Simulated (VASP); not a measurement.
# YAl3N4 (Pm-3m) in VASP: single point with PBE

Aim: the single point of YAl3N4 with PBE.

Everything below comes from runs of VASP 6.6.1. Logs are shortened: lines on timing, memory, paths and dates and some standing lists are left out, and cuts for length are marked.

### Step 1. The cell of the first run

Symmetry: Pm-3m, No. 221, cubic system. Conventional cell: a = 4.387 Å, b = 4.387 Å, c = 4.387 Å, α = 90.00°, β = 90.00°, γ = 90.00°. Within 2.9 Å of Y (site symmetry m-3m) lie 6 N at 2.19 Å. Al (site symmetry 4/mmm) has 6 N at 2.19 Å within 2.9 Å. N (site symmetry 4/mmm) has 2 Y at 2.19 Å and 4 Al at 2.19 Å within 2.9 Å. N (site symmetry m-3m) has 6 Al at 2.19 Å within 2.9 Å.

### Step 2. Single point, PBE

POSCAR reads:

```
YAl3N4
1.0
    4.3869337122      0.0000000000      0.0000000000
    0.0000000000      4.3869337122      0.0000000000
    0.0000000000      0.0000000000      4.3869337122
Y Al N
1 3 4
Direct
    0.5000000000      0.5000000000      0.5000000000
    0.0000000000      0.0000000000      0.5000000000
    0.5000000000      0.0000000000      0.0000000000
    0.0000000000      0.5000000000      0.0000000000
    0.5000000000      0.5000000000      0.0000000000
    0.0000000000      0.5000000000      0.5000000000
    0.5000000000      0.0000000000      0.5000000000
    0.0000000000      0.0000000000      0.0000000000
```

INCAR.step1 reads:

```
  PREC = Accurate
  ENCUT = 520
  EDIFF = 1E-6
  ISMEAR = 0
  SIGMA = 0.02
  LREAL = False
  LASPH = True
  NELM = 100
  ALGO = Normal
  ISIF = 2
  LWAVE = False
  LCHARG = True
  LMAXMIX = 4
  GGA = PE
  NBANDS = 30
```

KPOINTS.step1 reads:

```
Automatic mesh
0
Gamma
  6 6 6
```

INCAR.step2 reads:

```
  PREC = Accurate
  ENCUT = 520
  EDIFF = 1E-6
  ISMEAR = -5
  SIGMA = 0.02
  LREAL = False
  LASPH = True
  NELM = 100
  ALGO = Normal
  ISIF = 2
  LWAVE = False
  LCHARG = False
  LMAXMIX = 4
  GGA = PE
  LORBIT = 10
  NEDOS = 2001
  ICHARG = 11
```

KPOINTS.step2 reads:

```
Automatic mesh
0
Gamma
  9 9 9
```

Potentials or basis: VASP PAW PBE potentials, release 64 (Y_sv, Al, N).

Run with:

```sh
$ cat potpaw_PBE.64/Y_sv/POTCAR potpaw_PBE.64/Al/POTCAR potpaw_PBE.64/N/POTCAR > POTCAR
$ cp INCAR.step1 INCAR
$ cp KPOINTS.step1 KPOINTS
$ mpirun -np 1 vasp_std > vasp.out
$ cp INCAR.step2 INCAR
$ cp KPOINTS.step2 KPOINTS
$ mpirun -np 1 vasp_std > vasp.out
```

OUTCAR:

```text
PREC = Accurate
   ENCUT = 520
   EDIFF = 1E-6
   ISMEAR = -5
   LREAL = False
   LASPH = True
   NELM = 100
   ISIF = 2
   GGA = PE
   LORBIT = 10
   ICHARG = 11

 ion  position               nearest neighbor table
   1  0.500  0.500  0.500-   5 2.19   6 2.19   7 2.19   5 2.19   7 2.19   6 2.19   3 3.10   4 3.10
                             2 3.10   2 3.10   3 3.10   3 3.10   3 3.10   2 3.10   4 3.10   4 3.10
   2  0.000  0.000  0.500-   6 2.19   7 2.19   8 2.19   8 2.19   6 2.19   7 2.19   3 3.10   4 3.10
                             1 3.10   1 3.10   4 3.10   3 3.10   4 3.10   1 3.10   3 3.10   4 3.10
   3  0.500  0.000  0.000-   5 2.19   7 2.19   8 2.19   7 2.19   5 2.19   8 2.19   1 3.10   2 3.10
                             1 3.10   1 3.10   4 3.10   2 3.10   1 3.10   2 3.10   4 3.10   4 3.10
   4  0.000  0.500  0.000-   5 2.19   6 2.19   8 2.19   6 2.19   8 2.19   5 2.19   1 3.10   2 3.10
                             1 3.10   2 3.10   3 3.10   2 3.10   2 3.10   1 3.10   3 3.10   3 3.10
   5  0.500  0.500  0.000-   1 2.19   3 2.19   4 2.19   1 2.19   3 2.19   4 2.19
   6  0.000  0.500  0.500-   1 2.19   2 2.19   4 2.19   4 2.19   2 2.19   1 2.19
   7  0.500  0.000  0.500-   1 2.19   2 2.19   3 2.19   3 2.19   1 2.19   2 2.19
   8  0.000  0.000  0.000-   2 2.19   3 2.19   4 2.19   2 2.19   4 2.19   3 2.19

  LATTYP: Found a simple cubic cell.
 ALAT       =     4.3869337122

  Lattice vectors:

 A1 = (   4.3869337122,   0.0000000000,   0.0000000000)
 A2 = (   0.0000000000,   4.3869337122,   0.0000000000)
 A3 = (   0.0000000000,   0.0000000000,   4.3869337122)

Analysis of symmetry for initial positions (statically):
=====================================================================
 Subroutine PRICEL returns:
 Original cell was already a primitive cell.

 Routine SETGRP: Setting up the symmetry group for a
 simple cubic supercell.

 Subroutine GETGRP returns: Found 48 space group operations
 (whereof 48 operations were pure point group operations)
 out of a pool of 48 trial point group operations.

The static configuration has the point symmetry O_h .

Analysis of symmetry for dynamics (positions and initial velocities):
=====================================================================
 Subroutine PRICEL returns:
 Original cell was already a primitive cell.

 Routine SETGRP: Setting up the symmetry group for a
 simple cubic supercell.

 Subroutine GETGRP returns: Found 48 space group operations
 (whereof 48 operations were pure point group operations)
 out of a pool of 48 trial point group operations.

The dynamic configuration has the point symmetry O_h .

 Subroutine INISYM returns: Found 48 space group operations
 (whereof 48 operations are pure point group operations),
 and found     1 'primitive' translations

----------------------------------------------------------------------------------------

                                     Primitive cell

  volume of cell :      84.4274

  direct lattice vectors                    reciprocal lattice vectors
     4.386933712  0.000000000  0.000000000     0.227949649  0.000000000  0.000000000
     0.000000000  4.386933712  0.000000000     0.000000000  0.227949649  0.000000000
     0.000000000  0.000000000  4.386933712     0.000000000  0.000000000  0.227949649

  length of vectors
     4.386933712  4.386933712  4.386933712     0.227949649  0.227949649  0.227949649

  position of ions in fractional coordinates (direct lattice)
     0.500000000  0.500000000  0.500000000
     0.000000000  0.000000000  0.500000000
     0.500000000  0.000000000  0.000000000
     0.000000000  0.500000000  0.000000000
     0.500000000  0.500000000  0.000000000
     0.000000000  0.500000000  0.500000000
     0.500000000  0.000000000  0.500000000
     0.000000000  0.000000000  0.000000000

  ion indices of the primitive-cell ions
   primitive index   ion index
                 1           1
                 2           2
                 3           3
                 4           4
                 5           5
                 6           6
                 7           7
                 8           8

----------------------------------------------------------------------------------------

 KPOINTS: Automatic mesh

Automatic generation of k-mesh.
 Grid dimensions read from file:
 generate k-points for:    9    9    9

 Generating k-lattice:

  Cartesian coordinates                     Fractional coordinates (reciprocal lattice)
     0.025327739  0.000000000  0.000000000     0.111111111  0.000000000  0.000000000
     0.000000000  0.025327739  0.000000000     0.000000000  0.111111111  0.000000000
     0.000000000  0.000000000  0.025327739     0.000000000  0.000000000  0.111111111

  Length of vectors
     0.025327739  0.025327739  0.025327739

  Shift w.r.t. Gamma in fractional coordinates (k-lattice)
     0.000000000  0.000000000  0.000000000

 TETIRR: Found    353 inequivalent tetrahedra from     4374

 Subroutine IBZKPT returns following result:
 ===========================================

 Found     35 irreducible k-points:

 Following reciprocal coordinates:
            Coordinates               Weight
  0.000000  0.000000  0.000000      1.000000
  0.111111  0.000000  0.000000      6.000000
  0.222222  0.000000  0.000000      6.000000
  0.333333  0.000000  0.000000      6.000000
  0.444444  0.000000  0.000000      6.000000
  0.111111  0.111111  0.000000     12.000000
[... 16 lines left out ...]
  0.333333  0.333333  0.111111     24.000000
  0.444444  0.333333  0.111111     48.000000
 [... further k-points ...]
   k-points           NKPTS =     35   k-points in BZ     NKDIM =     35   number of bands    NBANDS=     25
   number of dos      NEDOS =   2001   number of ions     NIONS =      8
   total plane-waves  NPLWV =  46656
   dimension x,y,z NGX =    36 NGY =   36 NGZ =   36
   dimension x,y,z NGXF=    72 NGYF=   72 NGZF=   72
   ions per type =               1   3   4
   NGX,Y,Z   is equivalent  to a cutoff of  13.64, 13.64, 13.64 a.u.
   NGXF,Y,Z  is equivalent  to a cutoff of  27.28, 27.28, 27.28 a.u.
 SYSTEM =  unknown system
   PREC   = accura    normal or accurate (medium, high low for compatibility)
   ISTART =      0    job   : 0-new  1-cont  2-samecut
   ICHARG =     11    charge: 1-file 2-atom 10-const
   ISPIN  =      1    spin polarized calculation?
   LNONCOLLINEAR =      F non collinear calculations
   LSORBIT =      F    spin-orbit coupling
   LASPH  =      T    aspherical Exc in radial PAW
   ENCUT  =  520.0 eV  38.22 Ry    6.18 a.u.   8.16  8.16  8.16*2*pi/ulx,y,z
   NELM   =    100;   NELMIN=  2; NELMDL=  0     # of ELM steps
   EDIFF  = 0.1E-05   stopping-criterion for ELM
   LREAL  =      F    real-space projection
   EDIFFG = 0.1E-04   stopping-criterion for IOM
   NSW    =      0    number of steps for IOM
   IBRION =     -1    ionic relax: 0-MD 1-quasi-New 2-CG
   NFREE  =      0    steps in history (QN), initial steepest desc. (CG)
   ISIF   =      2    stress and relaxation
   ISYM   =      2    0-nonsym 1-usesym 2-fastsym
   POTIM  = 0.5000    time-step for ionic-motion
   TEBEG  =    0.0;   TEEND  =   0.0 temperature during run
   PSTRESS=    0.0 pullay stress
   NELECT =      40.0000    total number of electrons
   NUPDOWN=      -1.0000    fix difference up-down
   EMIN   =  10.00;   EMAX   =-10.00  energy-range for DOS
   EFERMI =   0.00;   METHOD = LEGACY
   ISMEAR =    -5;   SIGMA  =   0.02  broadening in eV -4-tet -1-fermi 0-gaus
   EFERMI_NEDOS =   21; number of points for ismear=-14 and -15
   IALGO  =     38    algorithm
   IMIX   =      4    mixing-type and parameters
     AMIX     =   0.40;   BMIX     =  1.00
     AMIX_MAG =   1.60;   BMIX_MAG =  1.00
  volume/ion in A,a.u.               =      10.55        71.22
  Fermi-wavevector in a.u.,A,eV,Ry     =   1.276244  2.411752 22.161157  1.628799
  Thomas-Fermi vector in A             =   2.408911
   LORBIT       =     10    0 simple, 1 ext, 2 COOP (PROOUT), +10 PAW based schemes
   GGA     = PE    functional components
   LHFCALC =     F    Hartree Fock is set to
   AEXX    =    0.0000 exact exchange contribution
   IVDW    =     0    specifies the selected vdW correction
   LEPSILON=     F    determine dielectric tensor
   LRPA    =     F    only Hartree local field effects (RPA)
 non-spin polarized calculation
 Fermi weights with tetrahedron method with Bloechl corrections
  energy-cutoff  :      520.00
  volume of cell :       84.43
 maximum number of plane-waves:      2301
 NGX is ok and might be reduce to    36

 number of electron      39.9999994 magnetization

 Free energy of the ion-electron system (eV)
  ---------------------------------------------------
  ext. energy  EPLUGINS =         0.00000000
  ---------------------------------------------------
  free energy    TOTEN  =       -58.27003293 eV

  energy without entropy =      -58.27003293  energy(sigma->0) =      -58.27003293

 E-fermi :   7.7535     XC(G=0): -11.6218

 val. band max:        7.7374243063   @ k =   0.0000   0.0000   0.0000
 cond. band min:       9.1052934638   @ k =   0.0000   0.0000   0.0000
 fundamental gap:      1.3678691575
 Fermi energy:         7.7535320584

 k-point     1 :       0.0000    0.0000    0.0000
  band No.  band energies     occupation
      1     -31.9181      2.00000
      2     -12.4671      2.00000
      3     -12.4671      2.00000
      4     -12.4671      2.00000
      5      -8.2639      2.00000
      6      -5.9994      2.00000
[... 17 lines left out ...]
     24       9.9980      0.00000
     25       9.9980      0.00000

 k-point     2 :       0.1111    0.0000    0.0000
  band No.  band energies     occupation
      1     -31.9174      2.00000
      2     -12.5307      2.00000
      3     -12.4651      2.00000
      4     -12.4651      2.00000
      5      -8.1675      2.00000
      6      -5.9877      2.00000
[... 17 lines left out ...]
     24      10.0564      0.00000
     25      10.3501      0.00000

 k-point     3 :       0.2222    0.0000    0.0000
  band No.  band energies     occupation
      1     -31.9159      2.00000
      2     -12.6810      2.00000
      3     -12.4602      2.00000
      4     -12.4602      2.00000
      5      -7.9121      2.00000
      6      -5.9948      2.00000
[... 552 lines left out ...]
 k-point    23 :       0.3333    0.3333    0.1111
  band No.  band energies     occupation
      1     -31.9097      2.00000
      2     -12.8128      2.00000
      3     -12.7986      2.00000
      4     -12.5007      2.00000
      5      -6.9781      2.00000
      6      -6.1156      2.00000
[... 17 lines left out ...]
     24      12.8729      0.00000
     25      13.3829      0.00000

 k-point    24 :       0.4444    0.3333    0.1111
  band No.  band energies     occupation
      1     -31.9085      2.00000
      2     -12.8968      2.00000
      3     -12.7979      2.00000
      4     -12.4966      2.00000
      5      -6.7858      2.00000
      6      -6.2024      2.00000
[... 17 lines left out ...]
     24      13.3947      0.00000
     25      13.6247      0.00000

 [... further k-points ...]

------------------------ aborting loop because EDIFF is reached ----------------------------------------

  FORCE on cell =-STRESS in cart. coord.  units (eV):
  Direction    XX          YY          ZZ          XY          YZ          ZX
  --------------------------------------------------------------------------------------
  -------------------------------------------------------------------------------------
  Total       -0.1812558     -0.1812558     -0.1812558      0.0000000     -0.0000000      0.0000000
  in kB       -3.4396907     -3.4396907     -3.4396907      0.0000000     -0.0000000      0.0000000
  external PRESSURE =      -3.4396907 kB  Pullay stress =       0.0000000 kB

 VOLUME and BASIS-vectors are now :
 -----------------------------------------------------------------------------
  energy-cutoff  :      520.00
  volume of cell :       84.43
      direct lattice vectors                 reciprocal lattice vectors
     4.386933712  0.000000000  0.000000000     0.227949649  0.000000000  0.000000000
     0.000000000  4.386933712  0.000000000     0.000000000  0.227949649  0.000000000
     0.000000000  0.000000000  4.386933712     0.000000000  0.000000000  0.227949649

 POSITION                                       TOTAL-FORCE (eV/Angst)
 -----------------------------------------------------------------------------------
      2.19347      2.19347      2.19347         0.000000      0.000000      0.000000
      0.00000      0.00000      2.19347         0.000000      0.000000      0.000000
      2.19347      0.00000      0.00000         0.000000      0.000000      0.000000
      0.00000      2.19347      0.00000         0.000000      0.000000      0.000000
      2.19347      2.19347      0.00000         0.000000      0.000000      0.000000
      0.00000      2.19347      2.19347         0.000000      0.000000      0.000000
      2.19347      0.00000      2.19347         0.000000      0.000000      0.000000
      0.00000      0.00000      0.00000         0.000000      0.000000      0.000000
 -----------------------------------------------------------------------------------
    total drift:                                0.000000      0.000000      0.000000

  FREE ENERGIE OF THE ION-ELECTRON SYSTEM (eV)
  ---------------------------------------------------
  free  energy   TOTEN  =       -58.2700329324 eV

  energy  without entropy=      -58.2700329324  energy(sigma->0) =      -58.27003293

 total charge

# of ion       s       p       d       f       tot
--------------------------------------------------
    1        2.283   7.018   1.505   0.270  11.075
    2        0.303   0.311   0.000   0.000   0.614
    3        0.303   0.311   0.000   0.000   0.614
    4        0.303   0.311   0.000   0.000   0.614
    5        1.235   2.523   0.000   0.000   3.758
    6        1.235   2.523   0.000   0.000   3.758
    7        1.235   2.523   0.000   0.000   3.758
    8        1.226   2.454   0.000   0.000   3.681
--------------------------------------------------
tot          8.123  17.974   1.505   0.270  27.872
```

It took 3.2 min on 1 thread of Intel Xeon 8259CL, shared host; peak memory 0.25 GiB.

What came out:

```
Valence electrons inside the program's atomic spheres : Y 11.07; Al 0.61; N 3.76, 3.68 (each value once)
```
